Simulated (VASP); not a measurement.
# Al17P15 (a cell with a defect) in VASP: single point with PBE

Aim: the single point of Al17P15 (a cell with a defect) with PBE.

Everything below comes from runs of VASP 6.6.1. Logs are shortened: lines on timing, memory, paths and dates and some standing lists are left out, and cuts for length are marked.

### Step 1. The cell of the first run

The cell holds a defect, 32 atoms: a = 9.539 Å, b = 9.539 Å, c = 9.539 Å, α = 109.47°, β = 109.47°, γ = 109.47°.

### Step 2. Single point, PBE

INCAR

```
SYSTEM = Al17P15
  PREC = Accurate
  ENCUT = 520
  EDIFF = 1E-7
  ISMEAR = 0
  SIGMA = 0.01
  LREAL = Auto
  LASPH = .TRUE.
  NELM = 60
  ALGO = Normal
  ISIF = 2
  LWAVE = .FALSE.
  LCHARG = .FALSE.
  GGA = PE
  NBANDS = 85
  NELECT = 128.0
```

KPOINTS

```
Automatic mesh
0
Gamma
  2 2 2
  0.5 0.5 0.5
```

POSCAR

```
Al17P15
1.0
   -5.5073398843      5.5073398843     -5.5073398843
    5.5073398843     -5.5073398843     -5.5073398843
   -5.5073398843     -5.5073398843      5.5073398843
Al P
17 15
Direct
    0.5000000000      0.2550997456      0.2500000000
    0.2527424992      0.2504853097      0.5004853097
   -0.0022571896      0.2472575008      0.7477428104
    0.7550997456      0.0000000000      0.2500000000
    0.7504853097      0.2504853097      0.0027424992
    0.5000000000      0.0000000000      0.5050997456
    0.2495146903      0.0000000000      0.7522571896
    0.0022571896      0.7495146903      0.2500000000
    1.0022571896      1.0000000000      0.9995146903
    0.7504853097      0.7527424992      0.5004853097
    0.5000000000      0.7495146903      0.7522571896
    0.2495146903      0.5022571896      0.2500000000
    0.2449002544      0.7449002544     -0.0050997456
   -0.0022571896      0.4977428104      0.4972575008
    0.7472575008      0.4977428104      0.7477428104
    0.5000000000      0.5022571896     -0.0004853097
    0.5000000000      0.0000000000      0.2500000000
    0.2480600288      0.0000000000      0.5046451150
    0.0000000000      0.0000000000      0.7500000000
    0.7546451150      0.7480600288      0.2500000000
    0.7546451150      0.0000000000     -0.0019399712
    0.5000000000      0.7480600288      0.5046451150
    0.2453548850      0.7453548850      0.7434149138
    0.0000000000      0.5000000000      0.2500000000
   -0.0065850862      0.7453548850     -0.0046451150
    0.7519399712      0.5065850862      0.5019399712
    0.5000000000      0.5000000000      0.7500000000
    0.2480600288      0.2546451150      0.2500000000
    0.2453548850      0.4934149138     -0.0046451150
    0.0065850862      0.2519399712      0.5019399712
    0.7519399712      0.2519399712      0.7565850862
    0.5000000000      0.2546451150     -0.0019399712
```

Potentials or basis: VASP PAW PBE potentials, release 64 (Al, P).

The run is started by

```
$ cat potpaw_PBE.64/Al/POTCAR potpaw_PBE.64/P/POTCAR > POTCAR
$ mpirun -np 1 vasp_std > vasp.out
```

OUTCAR:

```text
SYSTEM = Al17P15
   PREC = Accurate
   ENCUT = 520
   EDIFF = 1E-7
   ISMEAR = 0
   LREAL = Auto
   LASPH = .TRUE.
   NELM = 60
   ISIF = 2
   GGA = PE
   NELECT = 128.0

 ion  position               nearest neighbor table
   1  0.500  0.255  0.250-  26 2.40  28 2.40  32 2.40  17 2.43
   2  0.253  0.250  0.500-  30 2.36  27 2.37  28 2.39  18 2.39
   3  0.998  0.247  0.748-  29 2.36  19 2.37  30 2.39  31 2.39
   4  0.755  0.000  0.250-  30 2.40  21 2.40  20 2.40  17 2.43
   5  0.750  0.250  0.003-  31 2.36  24 2.37  21 2.39  32 2.39
   6  0.500  0.000  0.505-  31 2.40  22 2.40  18 2.40  17 2.43
[... 24 lines left out ...]
  31  0.752  0.252  0.757-   5 2.36   3 2.39  15 2.39   6 2.40
  32  0.500  0.255  0.998-  16 2.36   7 2.39   5 2.39   1 2.40

  LATTYP: Found a body centered cubic cell.
 ALAT       =    11.0146797686

  Lattice vectors:

 A1 = (  -5.5073398843,   5.5073398843,  -5.5073398843)
 A2 = (   5.5073398843,  -5.5073398843,  -5.5073398843)
 A3 = (  -5.5073398843,  -5.5073398843,   5.5073398843)

Analysis of symmetry for initial positions (statically):
=====================================================================
 Subroutine PRICEL returns:
 Original cell was already a primitive cell.

 Routine SETGRP: Setting up the symmetry group for a
 body centered cubic supercell.

 Subroutine GETGRP returns: Found 24 space group operations
 (whereof  2 operations were pure point group operations)
 out of a pool of 48 trial point group operations.

The static configuration has the point symmetry C_1h.
 The point group associated with its full space group is T_d .

Analysis of symmetry for dynamics (positions and initial velocities):
=====================================================================
 Subroutine PRICEL returns:
 Original cell was already a primitive cell.

 Routine SETGRP: Setting up the symmetry group for a
 body centered cubic supercell.

 Subroutine GETGRP returns: Found 24 space group operations
 (whereof  2 operations were pure point group operations)
 out of a pool of 48 trial point group operations.

The dynamic configuration has the point symmetry C_1h.
 The point group associated with its full space group is T_d .

 Subroutine INISYM returns: Found 24 space group operations
 (whereof  2 operations are pure point group operations),
 and found     1 'primitive' translations

----------------------------------------------------------------------------------------

                                     Primitive cell

  volume of cell :     668.1679
[... 140 lines left out ...]
   EFERMI =   0.00;   METHOD = LEGACY
   ISMEAR =     0;   SIGMA  =   0.01  broadening in eV -4-tet -1-fermi 0-gaus
   EFERMI_NEDOS =   21; number of points for ismear=-14 and -15
   IALGO  =     38    algorithm
   IMIX   =      4    mixing-type and parameters
     AMIX     =   0.40;   BMIX     =  1.00
     AMIX_MAG =   1.60;   BMIX_MAG =  1.00
  volume/ion in A,a.u.               =      20.88       140.91
  Fermi-wavevector in a.u.,A,eV,Ry     =   0.943734  1.783399 12.117810  0.890634
  Thomas-Fermi vector in A             =   2.071470
   LORBIT       =      0    0 simple, 1 ext, 2 COOP (PROOUT), +10 PAW based schemes
   GGA     = PE    functional components
   LHFCALC =     F    Hartree Fock is set to
   AEXX    =    0.0000 exact exchange contribution
   IVDW    =     0    specifies the selected vdW correction
   LEPSILON=     F    determine dielectric tensor
   LRPA    =     F    only Hartree local field effects (RPA)
 non-spin polarized calculation
 Gauss-broadening in eV      SIGMA  =   0.01
  energy-cutoff  :      520.00
  volume of cell :      668.17
 maximum number of plane-waves:     18000
 NGX is ok and might be reduce to    70
   NGX = 35   NGY = 35   NGZ = 35

 number of electron     128.0000005 magnetization

 Free energy of the ion-electron system (eV)
  ---------------------------------------------------
  ext. energy  EPLUGINS =         0.00000000
  ---------------------------------------------------
  free energy    TOTEN  =      -149.40240578 eV

  energy without entropy =     -149.40240578  energy(sigma->0) =     -149.40240578

 E-fermi :   5.4277     XC(G=0):  -9.1747

 val. band max:        5.3389644550   @ k =   0.2500   0.2500   0.2500
 cond. band min:       6.2509466051   @ k =  -0.2500   0.2500   0.2500
 fundamental gap:      0.9119821501
 Fermi energy:         5.4276963039

 k-point     1 :       0.2500    0.2500    0.2500
  band No.  band energies     occupation
      1      -6.5424      2.00000
      2      -6.5424      2.00000
      3      -6.5424      2.00000
      4      -6.2077      2.00000
      5      -5.3285      2.00000
      6      -5.3285      2.00000
[... 68 lines left out ...]
     75       7.2145      0.00000
     76       7.2305      0.00000

 k-point     2 :      -0.2500    0.2500    0.2500
  band No.  band energies     occupation
      1      -6.8912      2.00000
      2      -6.1931      2.00000
      3      -6.0882      2.00000
      4      -6.0882      2.00000
      5      -5.9549      2.00000
      6      -5.5608      2.00000
[... 68 lines left out ...]
     75       7.9944      0.00000
     76       8.0840      0.00000
 [bands above 76 left out]

------------------------ aborting loop because EDIFF is reached ----------------------------------------

  FORCE on cell =-STRESS in cart. coord.  units (eV):
  Direction    XX          YY          ZZ          XY          YZ          ZX
  --------------------------------------------------------------------------------------
  -------------------------------------------------------------------------------------
  Total       24.7017259     24.7017259     24.7017259     -0.0000000      0.0000000      0.0000000
  in kB       59.2314343     59.2314343     59.2314343     -0.0000000      0.0000000      0.0000000
  external PRESSURE =      59.2314343 kB  Pullay stress =       0.0000000 kB

 VOLUME and BASIS-vectors are now :
 -----------------------------------------------------------------------------
  energy-cutoff  :      520.00
  volume of cell :      668.17
      direct lattice vectors                 reciprocal lattice vectors
    -5.507339884  5.507339884 -5.507339884    -0.090787932  0.000000000 -0.090787932
     5.507339884 -5.507339884 -5.507339884     0.000000000 -0.090787932 -0.090787932
    -5.507339884 -5.507339884  5.507339884    -0.090787932 -0.090787932  0.000000000

 POSITION                                       TOTAL-FORCE (eV/Angst)
 -----------------------------------------------------------------------------------
     -2.72558     -0.02809     -2.78176        -0.000112      0.000112      0.000112
     -2.76877     -2.74391     -0.01510         0.002339     -0.004428      0.002339
     -8.25125      0.01510     -2.73857        -0.004428     -0.002339     -0.002339
     -5.53543      2.78176     -2.78176         0.000112     -0.000112      0.000112
     -2.76877      2.73857     -5.49758         0.002339      0.002339     -0.004428
     -5.53543     -0.02809      0.02809         0.000112      0.000112     -0.000112
[... 24 lines left out ...]
     -6.92044     -1.41310     -1.36194        -0.003089     -0.003089     -0.003745
     -6.84791     -4.14540      1.34057         0.003089      0.003745     -0.003089
 -----------------------------------------------------------------------------------
    total drift:                                0.000004      0.000004      0.000005

  FREE ENERGIE OF THE ION-ELECTRON SYSTEM (eV)
  ---------------------------------------------------
  free  energy   TOTEN  =      -149.4024057843 eV

  energy  without entropy=     -149.4024057843  energy(sigma->0) =     -149.40240578
```

OSZICAR:

```text
N       E                     dE             d eps       ncg     rms          rms(c)
DAV:   1     0.414683631306E+03    0.41468E+03   -0.48354E+04   340   0.123E+03
DAV:   2    -0.112451595676E+03   -0.52714E+03   -0.49508E+03   422   0.180E+02
DAV:   3    -0.154797237241E+03   -0.42346E+02   -0.41920E+02   408   0.512E+01
DAV:   4    -0.155889443413E+03   -0.10922E+01   -0.10870E+01   408   0.958E+00
DAV:   5    -0.155926343543E+03   -0.36900E-01   -0.36854E-01   440   0.172E+00    0.177E+01
DAV:   6    -0.150187618512E+03    0.57387E+01   -0.10742E+01   376   0.643E+00    0.116E+01
DAV:   7    -0.149391644666E+03    0.79597E+00   -0.43136E+00   400   0.422E+00    0.490E+00
DAV:   8    -0.149397249084E+03   -0.56044E-02   -0.40792E-01   392   0.153E+00    0.940E-01
DAV:   9    -0.149399897312E+03   -0.26482E-02   -0.19541E-02   424   0.383E-01    0.539E-01
DAV:  10    -0.149401725456E+03   -0.18281E-02   -0.31816E-03   384   0.147E-01    0.208E-01
DAV:  11    -0.149402380259E+03   -0.65480E-03   -0.94437E-04   392   0.859E-02    0.579E-02
DAV:  12    -0.149402377733E+03    0.25258E-05   -0.82870E-05   416   0.220E-02    0.313E-02
DAV:  13    -0.149402405653E+03   -0.27920E-04   -0.73793E-05   384   0.242E-02    0.136E-02
DAV:  14    -0.149402405509E+03    0.14451E-06   -0.50158E-06   408   0.595E-03    0.319E-03
DAV:  15    -0.149402405736E+03   -0.22689E-06   -0.37036E-07   344   0.164E-03    0.172E-03
DAV:  16    -0.149402405784E+03   -0.48699E-07   -0.10256E-07   216   0.882E-04
   1 F= -.14940241E+03 E0= -.14940241E+03  d E =-.271017E-36
```

Run time: 2.9 min. Hardware: 1 thread of Intel Xeon Platinum 8375C at 2.90GHz (Ice Lake), shared host; peak memory 0.71 GiB.

Results:

- Free energy: -149.4024 eV
- Largest force: 0.006 eV/Å

Forces on the atoms (eV/Å):
```
Al   0.000  0.000  0.000
Al   0.002 -0.004  0.002
Al  -0.004 -0.002 -0.002
Al   0.000  0.000  0.000
Al   0.002  0.002 -0.004
Al   0.000  0.000  0.000
Al   0.004  0.002 -0.002
Al   0.002 -0.002  0.004
Al   0.004 -0.002  0.002
Al  -0.004  0.002  0.002
Al   0.002  0.004 -0.002
Al  -0.002  0.002  0.004
Al   0.000  0.000  0.000
Al  -0.002 -0.002 -0.004
Al  -0.002 -0.004 -0.002
Al  -0.002  0.004  0.002
Al   0.000  0.000  0.000
P    0.004 -0.003  0.003
P    0.000  0.000  0.000
P   -0.003  0.003  0.004
P    0.004  0.003 -0.003
P   -0.003  0.004  0.003
P    0.003  0.003 -0.004
P    0.000  0.000  0.000
P    0.003 -0.004  0.003
P   -0.004 -0.003 -0.003
P    0.000  0.000  0.000
P    0.003 -0.003  0.004
P   -0.004  0.003  0.003
P   -0.003 -0.004 -0.003
P   -0.003 -0.003 -0.004
P    0.003  0.004 -0.003
```

Caveat: the cell carries a net charge on a neutralising background, which shifts energy and pressure; the cell is charged against a uniform background, so pressure and absolute levels hang on convention.
